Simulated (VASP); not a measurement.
Si8O17 (a cell with a defect): single point with PBE

System: Si8O17 (a cell with a defect).

```xyz
25
Lattice="0.0000 5.0814 7.0944 5.0814 0.0000 7.0944 5.0814 5.0814 0.0000" Properties=species:S:1:pos:R:3 pbc="T T T"
Si    3.5829    3.6081    3.5847
Si    8.6610    8.5848   10.6117
Si    4.0385    1.1291    5.3810
Si    4.0296    6.1417    5.3350
Si    6.1437    4.0461    8.8921
Si    6.1124    9.1368    8.9095
Si    1.5110    1.4986    0.0470
Si    6.5482    6.6067    7.1151
O     4.5968    3.8572    2.3459
O     4.6049    3.8261    9.3928
O     5.5441    6.3680    5.8683
O     5.5471    6.3655   13.0060
O     3.9088    4.5914    4.8296
O     9.1217    9.7332   11.7790
O     6.4765    3.0164    7.6908
O     6.4117    8.1126    7.6965
O     1.1990    0.4977    1.2885
O     6.2863    5.5636    8.3329
O     2.0549    3.8286    3.0700
O     7.1440    8.8876   10.1573
O     8.0722    6.5072    6.5568
O     2.9968    6.2972    6.5737
O     3.7493    2.0605    4.0870
O     8.8566    7.0541   11.0913
O     3.4779    3.8721   -1.2125
```

```yaml
Program: VASP 6.6.1
Task: single point
Functional: PBE
Potentials_or_basis: VASP PAW PBE potentials, release 64 (Si, O)
Cutoff: 520 eV
k_mesh: 1 × 1 × 1
Occupations: fermi-dirac, width 0.01 eV
Spin: no spin polarisation
Dipole_correction: no
Further_INCAR_settings: ALGO = Normal; EDIFF = 1e-06; NBANDS = 85
```

| Quantity | Value |
| --- | --- |
| Pressure | 0.6 GPa |
| Largest force | 0.165 eV/Å |

Forces on the atoms (eV/Å):
```
Si  -0.011 -0.006 -0.006
Si   0.021  0.021 -0.029
Si   0.045  0.017 -0.032
Si   0.024 -0.004  0.022
Si  -0.007  0.016 -0.004
Si  -0.016  0.019  0.000
Si   0.024  0.018  0.005
Si   0.010  0.039  0.008
O   -0.016  0.001  0.012
O    0.004  0.020  0.013
O    0.007 -0.001  0.004
O    0.001  0.004  0.010
O   -0.004 -0.011 -0.008
O   -0.015  0.068 -0.086
O   -0.029 -0.023  0.013
O    0.007 -0.017  0.006
O    0.019  0.006 -0.018
O    0.005  0.000 -0.018
O    0.008 -0.007 -0.002
O    0.000 -0.011  0.011
O   -0.020 -0.053 -0.008
O   -0.015  0.002 -0.010
O    0.006  0.001 -0.006
O   -0.008 -0.002 -0.007
O   -0.039 -0.096  0.129
```

Stress tensor (GPa, compression positive):
```
 0.62 -0.03 -0.28
-0.03  0.60  0.36
-0.28  0.36  0.62
```

Levels at points of the mesh, in eV from the Fermi level:
```
           k point  band 63  band 64  band 65  band 66  band 67  band 68  band 69  band 70  band 71  band 72
(0.00, 0.00, 0.00)    -2.59    -2.52    -2.32    -0.86    -0.31     2.88     3.33     5.91     6.38     6.52
```

Wall time 56 s on 1 thread of Intel(R) Xeon(R) Platinum 8488C (Sapphire Rapids) (shared host), peak memory 0.53 GiB.

Caveat: the k points lie up to 0.98 Å⁻¹ apart.
